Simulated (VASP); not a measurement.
Wanted: the native input for a VASP 6.6.1 run.

```yaml
Task: single point
Functional: PBE-based screened hybrid with 30 % exact exchange
Potentials_or_basis: VASP PAW PBE potentials, release 64 (Ca_sv, S)
Cutoff: 400 eV
k_mesh: 4 × 4 × 4
Occupations: gaussian, width 0.01 eV
Spin: no spin polarisation
Dipole_correction: no
Grid_for_exact_exchange_PRECFOCK: Normal
Share_of_exact_exchange: 0.3
Further_INCAR_settings: ALGO = Normal; EDIFF = 1e-06; NBANDS = 15
Screening_parameter: 0.1 1/Å
```

CaS:

```
Ca S
1.0
     0.00000    2.84794    2.84794
     2.84794    0.00000    2.84794
     2.84794    2.84794    0.00000
Ca S
1 1
Direct
  0.00000 0.00000 0.00000
  0.50000 0.50000 0.50000
```

The input as run:

POSCAR

```
CaS
1.0
    0.0000000000      2.8479357440      2.8479357440
    2.8479357440      0.0000000000      2.8479357440
    2.8479357440      2.8479357440      0.0000000000
Ca S
1 1
Direct
    0.0000000000      0.0000000000      0.0000000000
    0.5000000000      0.5000000000      0.5000000000
```

INCAR.step1

```
PREC = Accurate ; ENCUT = 400
EDIFF = 1E-5 ; ISMEAR = 0
SIGMA = 0.01 ; LREAL = False
LASPH = True ; NELM = 120
ALGO = Normal ; ISIF = 2
LWAVE = True ; GGA = PE
NBANDS = 15 ; GGA_COMPAT = False
```

INCAR.step2

```
PREC = Accurate ; ENCUT = 400
EDIFF = 1E-6 ; ISMEAR = 0
SIGMA = 0.01 ; LREAL = False
LASPH = True ; NELM = 120
ALGO = Normal ; ISIF = 2
LWAVE = False ; LCHARG = True
GGA = PE ; LHFCALC = True
AEXX = 0.3 ; HFSCREEN = 0.1
PRECFOCK = Normal ; LELF = True
LVHAR = True ; ISTART = 1
NBANDS = 15 ; GGA_COMPAT = False
```

KPOINTS

```
Automatic mesh
0
Gamma
  4 4 4
```

Potentials or basis: VASP PAW PBE potentials, release 64 (Ca_sv, S).

Run with:

```sh
$ cat potpaw_PBE.64/Ca_sv/POTCAR potpaw_PBE.64/S/POTCAR > POTCAR
$ cp INCAR.step1 INCAR
$ mpirun -np 1 vasp_std > vasp.out
$ cp INCAR.step2 INCAR
$ mpirun -np 1 vasp_std > vasp.out
```

Results of the run:

```json
{"Pressure": "0.1 GPa", "Band gap on the k mesh": "4.03 eV (least direct gap 4.97 eV)"}
```

Caveat: the k points lie up to 0.48 Å⁻¹ apart; the PAW data sets were made with another functional, which shifts forces and pressure a little.

It took 4 min on 1 thread of Intel(R) Xeon(R) Platinum 8375C CPU @ 2.90GHz (Ice Lake), with other jobs on the host, peak memory 0.25 GiB.
